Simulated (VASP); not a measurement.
# Pd (Im-3m) in VASP: a series of runs

Pd is run at these levels: PBE0, r2SCAN; tasks: single point.

Program: VASP 6.6.1. These are calculated values, not measurements. Logs are shortened: lines on timing, memory, paths and dates and some standing lists are left out, and cuts for length are marked.

## (1) The cell of the first run

The structure is cubic, space group Im-3m (No. 229). The conventional cell has a = 3.123 Å, b = 3.123 Å, c = 3.123 Å, α = 90.00°, β = 90.00°, γ = 90.00°. Pd (site symmetry m-3m) has 14 Pd at 2.70 to 3.12 Å within 3.6 Å.

This isn't the form of Pd at room conditions, which is fcc.

## (2) Single point, PBE0

Contents of POSCAR:

```
Pd
1.0
   -1.5617284606      1.5617284606      1.5617284606
    1.5617284606     -1.5617284606      1.5617284606
    1.5617284606      1.5617284606     -1.5617284606
Pd
1
Direct
    0.0000000000      0.0000000000      0.0000000000
```

Contents of INCAR.step1:

```
SYSTEM = Pd
PREC = Accurate
ENCUT = 520
EDIFF = 1E-5
ISMEAR = -1
SIGMA = 0.05
LREAL = .False.
LASPH = .True.
NELM = 60
ALGO = Normal
ISIF = 2
LWAVE = .True.
NBANDS = 11
GGA = PE
```

Contents of INCAR.step2:

```
SYSTEM = Pd
PREC = Accurate
ENCUT = 520
EDIFF = 1E-6
ISMEAR = -1
SIGMA = 0.05
LREAL = .False.
LASPH = .True.
NELM = 60
ALGO = Normal
ISIF = 2
LWAVE = .False.
LCHARG = .True.
GGA = PE
LHFCALC = .True.
AEXX = 0.25
PRECFOCK = Normal
LELF = .True.
LVHAR = .True.
NBANDS = 11
ISTART = 1
```

Contents of KPOINTS:

```
Automatic mesh
0
Gamma
  6 6 6
  0 0 0
```

Potentials or basis: VASP PAW PBE potentials, release 64 (Pd).

Command:

```bash
$ cat potpaw_PBE.64/Pd/POTCAR > POTCAR
$ cp INCAR.step1 INCAR
$ mpirun -np 1 vasp_std > vasp.out
$ cp INCAR.step2 INCAR
$ mpirun -np 1 vasp_std > vasp.out
```

OUTCAR:

```text
SYSTEM = Pd
   PREC = Accurate
   ENCUT = 520
   EDIFF = 1E-6
   ISMEAR = -1
   LREAL = .False.
   LASPH = .True.
   NELM = 60
   ISIF = 2
   GGA = PE
   LHFCALC = .True.
   AEXX = 0.25
   PRECFOCK = Normal
   ISTART = 1

 ion  position               nearest neighbor table
   1  0.000  0.000  0.000-

  LATTYP: Found a body centered cubic cell.
 ALAT       =     3.1234569212

  Lattice vectors:

 A1 = (  -1.5617284606,   1.5617284606,   1.5617284606)
 A2 = (   1.5617284606,  -1.5617284606,   1.5617284606)
 A3 = (   1.5617284606,   1.5617284606,  -1.5617284606)

Analysis of symmetry for initial positions (statically):
=====================================================================
 Subroutine PRICEL returns:
 Original cell was already a primitive cell.

 Routine SETGRP: Setting up the symmetry group for a
 body centered cubic supercell.

 Subroutine GETGRP returns: Found 48 space group operations
 (whereof 48 operations were pure point group operations)
 out of a pool of 48 trial point group operations.

The static configuration has the point symmetry O_h .

Analysis of symmetry for dynamics (positions and initial velocities):
=====================================================================
 Subroutine PRICEL returns:
 Original cell was already a primitive cell.

 Routine SETGRP: Setting up the symmetry group for a
 body centered cubic supercell.

 Subroutine GETGRP returns: Found 48 space group operations
 (whereof 48 operations were pure point group operations)
 out of a pool of 48 trial point group operations.

The dynamic configuration has the point symmetry O_h .

 Subroutine INISYM returns: Found 48 space group operations
 (whereof 48 operations are pure point group operations),
 and found     1 'primitive' translations

----------------------------------------------------------------------------------------

                                     Primitive cell

  volume of cell :      15.2362

  direct lattice vectors                    reciprocal lattice vectors
    -1.561728461  1.561728461  1.561728461     0.000000000  0.320158089  0.320158089
     1.561728461 -1.561728461  1.561728461     0.320158089  0.000000000  0.320158089
     1.561728461  1.561728461 -1.561728461     0.320158089  0.320158089  0.000000000

  length of vectors
     2.704993041  2.704993041  2.704993041     0.452771912  0.452771912  0.452771912

  position of ions in fractional coordinates (direct lattice)
     0.000000000  0.000000000  0.000000000

  ion indices of the primitive-cell ions
   primitive index   ion index
                 1           1

----------------------------------------------------------------------------------------

 KPOINTS: Automatic mesh

Automatic generation of k-mesh.
 Grid dimensions read from file:
 generate k-points for:    6    6    6

 Generating k-lattice:

  Cartesian coordinates                     Fractional coordinates (reciprocal lattice)
     0.000000000  0.053359682  0.053359682     0.166666667  0.000000000  0.000000000
     0.053359682  0.000000000  0.053359682     0.000000000  0.166666667  0.000000000
     0.053359682  0.053359682  0.000000000     0.000000000  0.000000000  0.166666667

  Length of vectors
     0.075461985  0.075461985  0.075461985

  Shift w.r.t. Gamma in fractional coordinates (k-lattice)
     0.000000000  0.000000000  0.000000000

 Subroutine IBZKPT returns following result:
 ===========================================

 Found     16 irreducible k-points:

 Following reciprocal coordinates:
            Coordinates               Weight
  0.000000  0.000000  0.000000      1.000000
  0.166667  0.000000  0.000000     12.000000
  0.333333  0.000000  0.000000     12.000000
  0.500000  0.000000  0.000000      6.000000
  0.166667  0.166667  0.000000     24.000000
  0.333333  0.166667  0.000000     48.000000
[... 8 lines left out ...]
  0.500000  0.500000  0.333333     12.000000
  0.500000  0.500000  0.500000      1.000000
   k-points           NKPTS =     16   k-points in BZ     NKDIM =    216   number of bands    NBANDS=     11
   number of dos      NEDOS =    301   number of ions     NIONS =      1
   total plane-waves  NPLWV =   8000
   dimension x,y,z NGX =    20 NGY =   20 NGZ =   20
   dimension x,y,z NGXF=    40 NGYF=   40 NGZF=   40
   ions per type =               1
   NGX,Y,Z   is equivalent  to a cutoff of  12.29, 12.29, 12.29 a.u.
   NGXF,Y,Z  is equivalent  to a cutoff of  24.58, 24.58, 24.58 a.u.
 SYSTEM =  Pd
   PREC   = accura    normal or accurate (medium, high low for compatibility)
   ISTART =      1    job   : 0-new  1-cont  2-samecut
   ICHARG =      0    charge: 1-file 2-atom 10-const
   ISPIN  =      1    spin polarized calculation?
   LNONCOLLINEAR =      F non collinear calculations
   LSORBIT =      F    spin-orbit coupling
   LASPH  =      T    aspherical Exc in radial PAW
   ENCUT  =  520.0 eV  38.22 Ry    6.18 a.u.   5.03  5.03  5.03*2*pi/ulx,y,z
   NELM   =     60;   NELMIN=  2; NELMDL=  0     # of ELM steps
   EDIFF  = 0.1E-05   stopping-criterion for ELM
   LREAL  =      F    real-space projection
   EDIFFG = 0.1E-04   stopping-criterion for IOM
   NSW    =      0    number of steps for IOM
   IBRION =     -1    ionic relax: 0-MD 1-quasi-New 2-CG
   NFREE  =      0    steps in history (QN), initial steepest desc. (CG)
   ISIF   =      2    stress and relaxation
   ISYM   =      3    0-nonsym 1-usesym 2-fastsym
   POTIM  = 0.5000    time-step for ionic-motion
   TEBEG  =    0.0;   TEEND  =   0.0 temperature during run
   PSTRESS=    0.0 pullay stress
   NELECT =      10.0000    total number of electrons
   NUPDOWN=      -1.0000    fix difference up-down
   EMIN   =  10.00;   EMAX   =-10.00  energy-range for DOS
   EFERMI =   0.00;   METHOD = LEGACY
   ISMEAR =    -1;   SIGMA  =   0.05  broadening in eV -4-tet -1-fermi 0-gaus
   EFERMI_NEDOS =   21; number of points for ismear=-14 and -15
   IALGO  =     38    algorithm
   IMIX   =      1    mixing-type and parameters
     AMIX     =   0.40;   BMIX     =  1.00
     AMIX_MAG =   1.60;   BMIX_MAG =  1.00
  volume/ion in A,a.u.               =      15.24       102.82
  Fermi-wavevector in a.u.,A,eV,Ry     =   1.422709  2.688530 27.539552  2.024100
  Thomas-Fermi vector in A             =   2.543384
   LORBIT       =      0    0 simple, 1 ext, 2 COOP (PROOUT), +10 PAW based schemes
   GGA     = PE    functional components
   LHFCALC =     T    Hartree Fock is set to
   PRECFOCK=normal    Normal, Fast or Accurate (Low or Medium for compatibility)
   ENCUT4O =  -1.0   cutoff for four orbital integrals eV
   NKREDX  =     1    reduce k-point grid by
   NKREDY  =     1    reduce k-point grid by
   NKREDZ  =     1    reduce k-point grid by
   AEXX    =    0.2500 exact exchange contribution
   HFSCREEN=    0.0000 screening length (either q_TF or 0.3 A-1)
   HFSCREENC=   0.0000 screening length for correlation (either q_TF or 0.3 A-1)
   ENCUTFOCK=  -1.0 apply spherical cutoff to Coloumb kernel
   IVDW    =     0    specifies the selected vdW correction
   LEPSILON=     F    determine dielectric tensor
   LRPA    =     F    only Hartree local field effects (RPA)
 non-spin polarized calculation
  energy-cutoff  :      520.00
  volume of cell :       15.24
 maximum number of plane-waves:       420
  NGX = 16; NGY = 16; NGZ = 16

 number of electron      10.0000006 magnetization

 Free energy of the ion-electron system (eV)
  ---------------------------------------------------
  ext. energy  EPLUGINS =         0.00000000
  ---------------------------------------------------
  free energy    TOTEN  =        -6.54114412 eV

  energy without entropy =       -6.53795667  energy(sigma->0) =       -6.53955039

 E-fermi :   8.4728     XC(G=0): -10.1547

 val. band max:        7.8137559499   @ k =   0.1667   0.1667   0.0000
 cond. band min:       8.5926501412   @ k =  -0.3333   0.5000   0.1667
 fundamental gap:      0.7788941913
 Fermi energy:         8.4727564644

 k-point     1 :       0.0000    0.0000    0.0000
  band No.  band energies     occupation
      1       0.8965      2.00000
      2       4.7665      2.00000
      3       4.7665      2.00000
      4       4.7665      2.00000
      5       6.5910      2.00000
      6       6.5910      2.00000
      7      29.8599      0.00000
      8      29.8599      0.00000
      9      29.8599      0.00000
     10      38.2722      0.00000
     11      38.2722      0.00000

 k-point     2 :       0.1667    0.0000    0.0000
  band No.  band energies     occupation
      1       1.9663      2.00000
      2       4.4343      2.00000
      3       4.8344      2.00000
      4       5.5783      2.00000
      5       6.3309      2.00000
      6       6.6507      2.00000
      7      28.4720      0.00000
      8      29.4725      0.00000
      9      31.0652      0.00000
     10      35.2873      0.00000
     11      35.6576      0.00000

 k-point     3 :       0.3333    0.0000    0.0000
  band No.  band energies     occupation
      1       2.7087      2.00000
      2       3.8228      2.00000
      3       6.4072      2.00000
      4       6.8321      2.00000
      5       7.0767      2.00000
      6       7.5879      2.00000
      7      22.5380      0.00000
      8      26.8228      0.00000
      9      30.7527      0.00000
     10      33.5465      0.00000
     11      35.5375      0.00000

 k-point     4 :       0.5000    0.0000    0.0000
  band No.  band energies     occupation
      1       2.3913      2.00000
      2       3.5390      2.00000
      3       6.6319      2.00000
      4       6.9389      2.00000
      5       9.5088      0.00000
      6      10.9901      0.00000
      7      18.0321      0.00000
      8      25.5000      0.00000
      9      28.2921      0.00000
     10      34.7877      0.00000
     11      36.3896      0.00000

 k-point     5 :       0.1667    0.1667    0.0000
  band No.  band energies     occupation
      1       3.2015      2.00000
      2       4.2789      2.00000
      3       4.5518      2.00000
      4       6.1837      2.00000
      5       6.9037      2.00000
      6       7.8138      2.00000
      7      26.0674      0.00000
      8      26.0841      0.00000
      9      30.4351      0.00000
     10      32.0587      0.00000
     11      36.4252      0.00000
[... 99 lines left out ...]
 k-point    13 :      -0.3333    0.5000    0.1667
  band No.  band energies     occupation
      1       3.5731      2.00000
      2       3.7838      2.00000
      3       4.8104      2.00000
      4       6.8252      2.00000
      5       8.5927      0.16667
      6      14.6752      0.00000
      7      20.7022      0.00000
      8      21.1164      0.00000
      9      30.2269      0.00000
     10      30.2388      0.00000
     11      35.4044      0.00000

 k-point    14 :      -0.3333    0.3333    0.3333
  band No.  band energies     occupation
      1       3.2283      2.00000
      2       3.4200      2.00000
      3       6.5882      2.00000
      4       6.5882      2.00000
      5       7.4980      2.00000
      6      13.1909      0.00000
      7      23.6611      0.00000
      8      23.6611      0.00000
      9      26.9589      0.00000
     10      27.7626      0.00000
     11      36.5993      0.00000

 k-point    15 :       0.5000    0.5000    0.3333
  band No.  band energies     occupation
      1       2.7562      2.00000
      2       2.9586      2.00000
      3       6.8090      2.00000
      4       7.2713      2.00000
      5       9.2751      0.00000
      6      17.5895      0.00000
      7      18.5767      0.00000
      8      21.6255      0.00000
      9      27.5191      0.00000
     10      29.5476      0.00000
     11      32.2101      0.00000

 k-point    16 :       0.5000    0.5000    0.5000
  band No.  band energies     occupation
      1       2.2740      2.00000
      2       2.2740      2.00000
      3       9.1427      0.00000
      4       9.1427      0.00000
      5       9.1427      0.00000
      6      19.4089      0.00000
      7      19.4089      0.00000
      8      19.4089      0.00000
      9      27.8860      0.00000
     10      27.8860      0.00000
     11      28.2320      0.00000

------------------------ aborting loop because EDIFF is reached ----------------------------------------

  FORCE on cell =-STRESS in cart. coord.  units (eV):
  Direction    XX          YY          ZZ          XY          YZ          ZX
  --------------------------------------------------------------------------------------
  -------------------------------------------------------------------------------------
  Total       -0.3643202     -0.3643202     -0.3643202     -0.0000000      0.0000000     -0.0000000
  in kB      -38.3104556    -38.3104556    -38.3104556     -0.0000000      0.0000000     -0.0000000
  external PRESSURE =     -38.3104556 kB  Pullay stress =       0.0000000 kB

 VOLUME and BASIS-vectors are now :
 -----------------------------------------------------------------------------
  energy-cutoff  :      520.00
  volume of cell :       15.24
      direct lattice vectors                 reciprocal lattice vectors
    -1.561728461  1.561728461  1.561728461     0.000000000  0.320158089  0.320158089
     1.561728461 -1.561728461  1.561728461     0.320158089  0.000000000  0.320158089
     1.561728461  1.561728461 -1.561728461     0.320158089  0.320158089  0.000000000

 POSITION                                       TOTAL-FORCE (eV/Angst)
 -----------------------------------------------------------------------------------
      0.00000      0.00000      0.00000         0.000000      0.000000      0.000000
 -----------------------------------------------------------------------------------
    total drift:                               -0.000001      0.000000     -0.000001

  FREE ENERGIE OF THE ION-ELECTRON SYSTEM (eV)
  ---------------------------------------------------
  free  energy   TOTEN  =        -6.5411441204 eV

  energy  without entropy=       -6.5379566675  energy(sigma->0) =       -6.53955039
```

Wall time 7.7 min (1 thread of AMD EPYC 7R43 (Zen 3), shared host); peak memory 0.1 GiB.

What came out:

- Free energy: -6.5411 eV
- Pressure: -3.8 GPa
- Band gap on the k mesh: zero (bands 5 and 6 overlap by 2.92 eV)

Caveat: the k points lie up to 0.47 Å⁻¹ apart, too coarse for converged energies and pressures of a metal; the PAW data sets were made with another functional, which shifts forces and pressure a little.

## (3) Single point, PBE0

This run uses another cell than the first one, of 15.55 Å³/atom.

Contents of POSCAR:

```
Pd
1.0
   -1.5722810000      1.5722810000      1.5722810000
    1.5722810000     -1.5722810000      1.5722810000
    1.5722810000      1.5722810000     -1.5722810000
Pd
1
Direct
    0.0000000000      0.0000000000      0.0000000000
```

Contents of INCAR.step1:

```
ALGO     = Normal         # electronic algorithm
EDIFF    = 1E-5           # SCF threshold, eV
ENCUT    = 520            # plane-wave cutoff, eV
GGA      = PE             # functional
ISIF     = 2              # what is computed and relaxed
ISMEAR   = -1             # smearing method
LASPH    = True           # aspherical terms in the spheres
LCHARG   = False          # write CHGCAR
LREAL    = False          # projectors in reciprocal space
LWAVE    = True           # write WAVECAR
NBANDS   = 11             # bands
NELM     = 100            # most SCF steps
PREC     = Accurate       # precision mode
SIGMA    = 0.05           # smearing width, eV
```

Contents of INCAR.step2:

```
AEXX     = 0.25           # exact-exchange fraction
ALGO     = Normal         # electronic algorithm
EDIFF    = 1E-6           # SCF threshold, eV
ENCUT    = 520            # plane-wave cutoff, eV
GGA      = PE             # functional
ISIF     = 2              # what is computed and relaxed
ISMEAR   = -1             # smearing method
ISTART   = 1            
LASPH    = True           # aspherical terms in the spheres
LCHARG   = False          # write CHGCAR
LHFCALC  = True           # exact exchange
LREAL    = False          # projectors in reciprocal space
LWAVE    = False          # write WAVECAR
NBANDS   = 11             # bands
NELM     = 100            # most SCF steps
PREC     = Accurate       # precision mode
PRECFOCK = Normal       
SIGMA    = 0.05           # smearing width, eV
```

Contents of KPOINTS:

```
k-points
0
Gamma
  6 6 6
```

Potentials or basis: VASP PAW PBE potentials, release 64 (Pd).

Command:

```bash
$ cat potpaw_PBE.64/Pd/POTCAR > POTCAR
$ cp INCAR.step1 INCAR
$ mpirun -np 1 vasp_std > vasp.out
$ cp INCAR.step2 INCAR
$ mpirun -np 1 vasp_std > vasp.out
```

Wall time 6.1 min (1 thread of AMD EPYC 7R43 (Zen 3), shared host); peak memory 0.1 GiB.

The run converged. Its results:

- Free energy: -6.5310 eV
- Pressure: -6.9 GPa
- Band gap on the k mesh: zero (bands 5 and 6 overlap by 2.85 eV)

Levels at points of the mesh, in eV from the Fermi level:
```
           k point  band 1  band 2  band 3  band 4  band 5  band 6  band 7  band 8  band 9  band 10
(0.00, 0.00, 0.00)   -7.41   -3.61   -3.61   -3.61   -1.85   -1.85   21.33   21.33   21.33    29.52
(0.50, 0.00, 0.00)   -5.92   -4.80   -1.81   -1.51    1.00    2.56    9.39   16.96   19.60    26.00
(0.50, 0.50, 0.50)   -6.03   -6.03    0.65    0.65    0.65   10.86   10.86   10.86   19.16    19.16
```

Caveat: the k points lie up to 0.47 Å⁻¹ apart, too coarse for converged energies and pressures of a metal; the PAW data sets were made with another functional, which shifts forces and pressure a little.

## (4) Single point, PBE0

This run uses another cell than the first one, of 15.86 Å³/atom.

Contents of POSCAR:

```
Pd
1.0
   -1.5826937604      1.5826937604      1.5826937604
    1.5826937604     -1.5826937604      1.5826937604
    1.5826937604      1.5826937604     -1.5826937604
Pd
1
Direct
    0.0000000000      0.0000000000      0.0000000000
```

Contents of INCAR.step1:

```
SYSTEM = Pd
PREC     = Accurate       ! precision mode
ENCUT    = 520            ! plane-wave cutoff, eV
EDIFF    = 1E-5           ! SCF threshold, eV
ISMEAR   = -1             ! smearing method
SIGMA    = 0.05           ! smearing width, eV
LREAL    = .FALSE.        ! projectors in reciprocal space
LASPH    = .TRUE.         ! aspherical terms in the spheres
NELM     = 60             ! most SCF steps
ALGO     = Normal         ! electronic algorithm
ISIF     = 2              ! what is computed and relaxed
LWAVE    = .TRUE.         ! write WAVECAR
LCHARG   = .FALSE.        ! write CHGCAR
GGA      = PE             ! functional
NBANDS   = 11             ! bands
```

Contents of INCAR.step2:

```
SYSTEM = Pd
PREC     = Accurate       ! precision mode
ENCUT    = 520            ! plane-wave cutoff, eV
EDIFF    = 1E-7           ! SCF threshold, eV
ISMEAR   = -1             ! smearing method
SIGMA    = 0.05           ! smearing width, eV
LREAL    = .FALSE.        ! projectors in reciprocal space
LASPH    = .TRUE.         ! aspherical terms in the spheres
NELM     = 60             ! most SCF steps
ALGO     = Normal         ! electronic algorithm
ISIF     = 2              ! what is computed and relaxed
LWAVE    = .FALSE.        ! write WAVECAR
LCHARG   = .FALSE.        ! write CHGCAR
GGA      = PE             ! functional
LHFCALC  = .TRUE.         ! exact exchange
AEXX     = 0.25           ! exact-exchange fraction
PRECFOCK = Normal       
ISTART   = 1            
NBANDS   = 11             ! bands
```

Contents of KPOINTS:

```
Automatic mesh
0
G
  6 6 6
  0 0 0
```

Command:

```bash
$ cat potpaw_PBE.64/Pd/POTCAR > POTCAR
$ cp INCAR.step1 INCAR
$ mpirun -np 1 vasp_std > vasp.out
$ cp INCAR.step2 INCAR
$ mpirun -np 1 vasp_std > vasp.out
```

Wall time 10 min (1 thread of AMD EPYC 7R43 (Zen 3), shared host); peak memory 0.1 GiB.

It converged, with:

```yaml
Free_energy: -6.5153 eV
Pressure: -9.5 GPa
Band_gap_on_the_k_mesh: zero (bands 5 and 6 overlap by 2.79 eV)
```

Levels at points of the mesh, in eV from the Fermi level:
| k point | band 2 | band 3 | band 4 | band 5 | band 6 | band 7 | band 8 | band 9 |
| --- | --- | --- | --- | --- | --- | --- | --- | --- |
| (0.00, 0.00, 0.00) | -3.52 | -3.52 | -3.52 | -1.81 | -1.81 | 21.26 | 21.26 | 21.26 |
| (0.50, 0.00, 0.00) | -4.67 | -1.78 | -1.49 | 0.98 | 2.60 | 9.22 | 16.90 | 19.39 |
| (0.50, 0.50, 0.50) | -5.86 | 0.64 | 0.64 | 0.64 | 10.78 | 10.78 | 10.78 | 18.92 |

Caveat: the k points lie up to 0.47 Å⁻¹ apart, too coarse for converged energies and pressures of a metal; the PAW data sets were made with another functional, which shifts forces and pressure a little.

(Continued in part 2 of 2.)
